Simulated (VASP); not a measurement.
# SiNi (P2_13) in VASP: notebook

Runs on SiNi. Level: PBEsol. Tasks: relaxation of the atoms.

Program: VASP 6.6.1. These are calculated values, not measurements. Logs are shortened: lines on timing, memory, paths and dates and some standing lists are left out, and cuts for length are marked.

### Step 1. The cell of the first run

The structure is cubic, space group P2_13 (No. 198). The conventional cell has a = 4.377 Å, b = 4.377 Å, c = 4.377 Å, α = 90.00°, β = 90.00°, γ = 90.00°. Si (site symmetry 3) has 7 Ni at 2.30 to 2.37 Å and 6 Si at 2.70 Å within 3.0 Å. Ni (site symmetry 3) has 7 Si at 2.30 to 2.37 Å and 6 Ni at 2.70 Å within 3.0 Å.

### Step 2. Relaxation of the atoms, PBEsol (10.48 Å³/atom)

The input, INCAR:

```
SYSTEM = SiNi
PREC = Accurate
ENCUT = 520
EDIFF = 1E-6
ISMEAR = 0
SIGMA = 0.1
LREAL = .False.
LASPH = .True.
NELM = 80
ALGO = Normal
ISIF = 2
LWAVE = .False.
LCHARG = .False.
GGA = PS
IBRION = 2
NSW = 50
EDIFFG = -0.01
```

The input, KPOINTS:

```
Automatic mesh
0
Gamma
  8 8 8
  0 0 0
```

The input, POSCAR:

```
SiNi
1.0
    4.3767681475      0.0000000000      0.0000000000
    0.0000000000      4.3767681475      0.0000000000
    0.0000000000      0.0000000000      4.3767681475
Si Ni
4 4
Direct
    0.8466385742      0.8466385742      0.8466385742
    0.6533614258      0.1533614258      0.3466385742
    0.3466385742      0.6533614258      0.1533614258
    0.1533614258      0.3466385742      0.6533614258
    0.1495841998      0.1495841998      0.1495841998
    0.3504158002      0.8504158002      0.6495841998
    0.6495841998      0.3504158002      0.8504158002
    0.8504158002      0.6495841998      0.3504158002
```

Potentials or basis: VASP PAW PBE potentials, release 64 (Si, Ni).

Started as:

```bash
cat potpaw_PBE.64/Si/POTCAR potpaw_PBE.64/Ni/POTCAR > POTCAR
mpirun -np 1 vasp_std > vasp.out
```

OUTCAR:

```text
SYSTEM = SiNi
   PREC = Accurate
   ENCUT = 520
   EDIFF = 1E-6
   ISMEAR = 0
   LREAL = .False.
   LASPH = .True.
   NELM = 80
   ISIF = 2
   GGA = PS
   IBRION = 2
   NSW = 50
   EDIFFG = -0.01

 ion  position               nearest neighbor table
   1  0.847  0.847  0.847-   5 2.30   6 2.34   7 2.34   8 2.34   7 2.37   8 2.37   6 2.37   3 2.70
                             4 2.70   2 2.70   2 2.70   4 2.70   3 2.70
   2  0.653  0.153  0.347-   6 2.30   5 2.34   7 2.34   8 2.34   7 2.37   8 2.37   5 2.37   1 2.70
                             1 2.70   3 2.70   3 2.70   4 2.70   4 2.70
   3  0.347  0.653  0.153-   7 2.30   6 2.34   5 2.34   8 2.34   8 2.37   6 2.37   5 2.37   1 2.70
                             4 2.70   2 2.70   2 2.70   4 2.70   1 2.70
   4  0.153  0.347  0.653-   8 2.30   6 2.34   7 2.34   5 2.34   6 2.37   5 2.37   7 2.37   1 2.70
                             3 2.70   2 2.70   1 2.70   2 2.70   3 2.70
   5  0.150  0.150  0.150-   1 2.30   2 2.34   3 2.34   4 2.34   3 2.37   4 2.37   2 2.37   6 2.70
                             7 2.70   8 2.70   6 2.70   8 2.70   7 2.70
   6  0.350  0.850  0.650-   2 2.30   1 2.34   3 2.34   4 2.34   3 2.37   4 2.37   1 2.37   8 2.70
                             5 2.70   5 2.70   7 2.70   7 2.70   8 2.70
   7  0.650  0.350  0.850-   3 2.30   2 2.34   1 2.34   4 2.34   4 2.37   2 2.37   1 2.37   8 2.70
                             5 2.70   8 2.70   6 2.70   6 2.70   5 2.70
   8  0.850  0.650  0.350-   4 2.30   2 2.34   3 2.34   1 2.34   2 2.37   1 2.37   3 2.37   7 2.70
                             5 2.70   7 2.70   5 2.70   6 2.70   6 2.70

  LATTYP: Found a simple cubic cell.
 ALAT       =     4.3767681475

  Lattice vectors:

 A1 = (   4.3767681475,   0.0000000000,   0.0000000000)
 A2 = (   0.0000000000,   4.3767681475,   0.0000000000)
 A3 = (   0.0000000000,   0.0000000000,   4.3767681475)

Analysis of symmetry for initial positions (statically):
=====================================================================
 Subroutine PRICEL returns:
 Original cell was already a primitive cell.

 Routine SETGRP: Setting up the symmetry group for a
 simple cubic supercell.

 Subroutine GETGRP returns: Found 12 space group operations
 (whereof  3 operations were pure point group operations)
 out of a pool of 48 trial point group operations.

The static configuration has the point symmetry C_3 .
 The point group associated with its full space group is T   .

Analysis of symmetry for dynamics (positions and initial velocities):
=====================================================================
 Subroutine PRICEL returns:
 Original cell was already a primitive cell.

 Routine SETGRP: Setting up the symmetry group for a
 simple cubic supercell.

 Subroutine GETGRP returns: Found 12 space group operations
 (whereof  3 operations were pure point group operations)
 out of a pool of 48 trial point group operations.

The dynamic configuration has the point symmetry C_3 .
 The point group associated with its full space group is T   .

 Subroutine INISYM returns: Found 12 space group operations
 (whereof  3 operations are pure point group operations),
 and found     1 'primitive' translations

----------------------------------------------------------------------------------------

                                     Primitive cell

  volume of cell :      83.8418

  direct lattice vectors                    reciprocal lattice vectors
     4.376768147  0.000000000  0.000000000     0.228479089  0.000000000  0.000000000
     0.000000000  4.376768147  0.000000000     0.000000000  0.228479089  0.000000000
     0.000000000  0.000000000  4.376768147     0.000000000  0.000000000  0.228479089

  length of vectors
     4.376768147  4.376768147  4.376768147     0.228479089  0.228479089  0.228479089

  position of ions in fractional coordinates (direct lattice)
     0.846638574  0.846638574  0.846638574
     0.653361426  0.153361426  0.346638574
     0.346638574  0.653361426  0.153361426
     0.153361426  0.346638574  0.653361426
     0.149584200  0.149584200  0.149584200
     0.350415800  0.850415800  0.649584200
     0.649584200  0.350415800  0.850415800
     0.850415800  0.649584200  0.350415800

  ion indices of the primitive-cell ions
   primitive index   ion index
                 1           1
                 2           2
                 3           3
                 4           4
                 5           5
                 6           6
                 7           7
                 8           8

----------------------------------------------------------------------------------------

 KPOINTS: Automatic mesh

Automatic generation of k-mesh.
 Grid dimensions read from file:
 generate k-points for:    8    8    8

 Generating k-lattice:

  Cartesian coordinates                     Fractional coordinates (reciprocal lattice)
     0.028559886  0.000000000  0.000000000     0.125000000  0.000000000  0.000000000
     0.000000000  0.028559886  0.000000000     0.000000000  0.125000000  0.000000000
     0.000000000  0.000000000  0.028559886     0.000000000  0.000000000  0.125000000

  Length of vectors
     0.028559886  0.028559886  0.028559886

  Shift w.r.t. Gamma in fractional coordinates (k-lattice)
     0.000000000  0.000000000  0.000000000

 Subroutine IBZKPT returns following result:
 ===========================================

 Found     45 irreducible k-points:

 Following reciprocal coordinates:
            Coordinates               Weight
  0.000000  0.000000  0.000000      1.000000
  0.125000  0.000000  0.000000      6.000000
  0.250000  0.000000  0.000000      6.000000
  0.375000  0.000000  0.000000      6.000000
  0.500000  0.000000  0.000000      3.000000
  0.125000  0.125000  0.000000     12.000000
[... 16 lines left out ...]
  0.250000  0.125000  0.125000     24.000000
  0.375000  0.125000  0.125000     24.000000
 [... further k-points ...]
   k-points           NKPTS =     45   k-points in BZ     NKDIM =     45   number of bands    NBANDS=     33
   number of dos      NEDOS =    301   number of ions     NIONS =      8
   total plane-waves  NPLWV =  46656
   dimension x,y,z NGX =    36 NGY =   36 NGZ =   36
   dimension x,y,z NGXF=    72 NGYF=   72 NGZF=   72
   ions per type =               4   4
   NGX,Y,Z   is equivalent  to a cutoff of  13.67, 13.67, 13.67 a.u.
   NGXF,Y,Z  is equivalent  to a cutoff of  27.35, 27.35, 27.35 a.u.
 SYSTEM =  SiNi
   PREC   = accura    normal or accurate (medium, high low for compatibility)
   ISTART =      0    job   : 0-new  1-cont  2-samecut
   ICHARG =      2    charge: 1-file 2-atom 10-const
   ISPIN  =      1    spin polarized calculation?
   LNONCOLLINEAR =      F non collinear calculations
   LSORBIT =      F    spin-orbit coupling
   LASPH  =      T    aspherical Exc in radial PAW
   ENCUT  =  520.0 eV  38.22 Ry    6.18 a.u.   8.14  8.14  8.14*2*pi/ulx,y,z
   NELM   =     80;   NELMIN=  2; NELMDL= -5     # of ELM steps
   EDIFF  = 0.1E-05   stopping-criterion for ELM
   LREAL  =      F    real-space projection
   EDIFFG = -.1E-01   stopping-criterion for IOM
   NSW    =     50    number of steps for IOM
   IBRION =      2    ionic relax: 0-MD 1-quasi-New 2-CG
   NFREE  =      1    steps in history (QN), initial steepest desc. (CG)
   ISIF   =      2    stress and relaxation
   ISYM   =      2    0-nonsym 1-usesym 2-fastsym
   POTIM  = 0.5000    time-step for ionic-motion
   TEBEG  =    0.0;   TEEND  =   0.0 temperature during run
   PSTRESS=    0.0 pullay stress
   NELECT =      56.0000    total number of electrons
   NUPDOWN=      -1.0000    fix difference up-down
   EMIN   =  10.00;   EMAX   =-10.00  energy-range for DOS
   EFERMI =   0.00;   METHOD = LEGACY
   ISMEAR =     0;   SIGMA  =   0.10  broadening in eV -4-tet -1-fermi 0-gaus
   EFERMI_NEDOS =   21; number of points for ismear=-14 and -15
   IALGO  =     38    algorithm
   IMIX   =      4    mixing-type and parameters
     AMIX     =   0.40;   BMIX     =  1.00
     AMIX_MAG =   1.60;   BMIX_MAG =  1.00
  volume/ion in A,a.u.               =      10.48        70.72
  Fermi-wavevector in a.u.,A,eV,Ry     =   1.431036  2.704266 27.862891  2.047865
  Thomas-Fermi vector in A             =   2.550816
   LORBIT       =      0    0 simple, 1 ext, 2 COOP (PROOUT), +10 PAW based schemes
   GGA     = PS    functional components
   LHFCALC =     F    Hartree Fock is set to
   AEXX    =    0.0000 exact exchange contribution
   IVDW    =     0    specifies the selected vdW correction
   LEPSILON=     F    determine dielectric tensor
   LRPA    =     F    only Hartree local field effects (RPA)
 conjugate gradient relaxation of ions
 non-spin polarized calculation
 Gauss-broadening in eV      SIGMA  =   0.10
  energy-cutoff  :      520.00
  volume of cell :       83.84
 maximum number of plane-waves:      2301
 NGX is ok and might be reduce to    36
   NGX = 17   NGY = 17   NGZ = 17

--------------------------------------- Ionic step        1  -------------------------------------------

 number of electron      56.0000002 magnetization

 Free energy of the ion-electron system (eV)
  ---------------------------------------------------
  ext. energy  EPLUGINS =         0.00000000
  ---------------------------------------------------
  free energy    TOTEN  =       -51.35433058 eV

  energy without entropy =      -51.34352100  energy(sigma->0) =      -51.34892579

------------------------ aborting loop because EDIFF is reached ----------------------------------------

  FORCE on cell =-STRESS in cart. coord.  units (eV):
  Direction    XX          YY          ZZ          XY          YZ          ZX
  --------------------------------------------------------------------------------------
  -------------------------------------------------------------------------------------
  Total        7.6694142      7.6694142      7.6694142     -0.0000000      0.0000000     -0.0000000
  in kB      146.5588855    146.5588855    146.5588855     -0.0000000      0.0000000     -0.0000000
  external PRESSURE =     146.5588855 kB  Pullay stress =       0.0000000 kB
[... 69 lines left out ...]
  energy  without entropy=      -51.3436836050  energy(sigma->0) =      -51.34908458

--------------------------------------- Ionic step        3  -------------------------------------------

 number of electron      56.0000005 magnetization

 Free energy of the ion-electron system (eV)
  ---------------------------------------------------
  ext. energy  EPLUGINS =         0.00000000
  ---------------------------------------------------
  free energy    TOTEN  =       -51.35454148 eV

  energy without entropy =      -51.34374748  energy(sigma->0) =      -51.34914448

 E-fermi :  13.2953     XC(G=0): -13.1078

 val. band max:       13.2681202093   @ k =  -0.1250   0.3750   0.0000
 cond. band min:      13.3229061477   @ k =   0.2500   0.2500   0.0000
 fundamental gap:      0.0547859385
 Fermi energy:        13.2952663419

 k-point     1 :       0.0000    0.0000    0.0000
  band No.  band energies     occupation
      1      -1.8188      2.00000
      2       3.9087      2.00000
      3       3.9087      2.00000
      4       3.9087      2.00000
      5       6.3898      2.00000
      6       6.3898      2.00000
[... 853 lines left out ...]
     32      15.0484      0.00000
     33      15.5818      0.00000

 [... further k-points ...]

------------------------ aborting loop because EDIFF is reached ----------------------------------------

  FORCE on cell =-STRESS in cart. coord.  units (eV):
  Direction    XX          YY          ZZ          XY          YZ          ZX
  --------------------------------------------------------------------------------------
  -------------------------------------------------------------------------------------
  Total        7.6462581      7.6462581      7.6462581      0.0000000     -0.0000000     -0.0000000
  in kB      146.1163829    146.1163829    146.1163829      0.0000000     -0.0000000     -0.0000000
  external PRESSURE =     146.1163829 kB  Pullay stress =       0.0000000 kB
[... 23 lines left out ...]
  FREE ENERGIE OF THE ION-ELECTRON SYSTEM (eV)
  ---------------------------------------------------
  free  energy   TOTEN  =       -51.3545414796 eV

  energy  without entropy=      -51.3437474838  energy(sigma->0) =      -51.34914448

 reached required accuracy - stopping structural energy minimisation
```

Run time: 88 s. Hardware: 1 thread of Intel Xeon 6975P-C (Granite Rapids), shared host; peak memory 0.26 GiB.

Results:

| Item | Value |
| --- | --- |
| Free energy | -51.3545 eV |
| Energy gained by relaxing | 0.0 meV/atom |
| Ionic steps | 3 |
| Pressure after relaxing | 14.6 GPa |
| Largest force after relaxing | 0.006 eV/Å |
| Band gap on the k mesh | zero (bands 28 and 29 overlap by 1.34 eV) |

Forces in eV/Å, atoms in the order of the input:
```
Si  -0.004 -0.004 -0.004
Si   0.004  0.004 -0.004
Si  -0.004  0.004  0.004
Si   0.004 -0.004  0.004
Ni   0.003  0.003  0.003
Ni  -0.003 -0.003  0.003
Ni   0.003 -0.003 -0.003
Ni  -0.003  0.003 -0.003
```

The path:
```tsv
step	energy change (eV)	largest force (eV/Å)	pressure (GPa)
1	0.0000	0.0240	14.66
2	-0.0002	0.0153	14.62
3	-0.0002	0.0065	14.61
```

Final structure:
```xyz
8
Lattice="4.3768 0.0000 0.0000 0.0000 4.3768 0.0000 0.0000 0.0000 4.3768" Properties=species:S:1:pos:R:3 pbc="T T T"
Si    3.7068    3.7068    3.7068
Si    2.8583    0.6700    1.5184
Si    1.5184    2.8583    0.6700
Si    0.6700    1.5184    2.8583
Ni    0.6561    0.6561    0.6561
Ni    1.5323    3.7207    2.8445
Ni    2.8445    1.5323    3.7207
Ni    3.7207    2.8445    1.5323
```

Caveat: the PAW data sets were made with another functional, which shifts forces and pressure a little.

(Continued in part 2 of 2.)
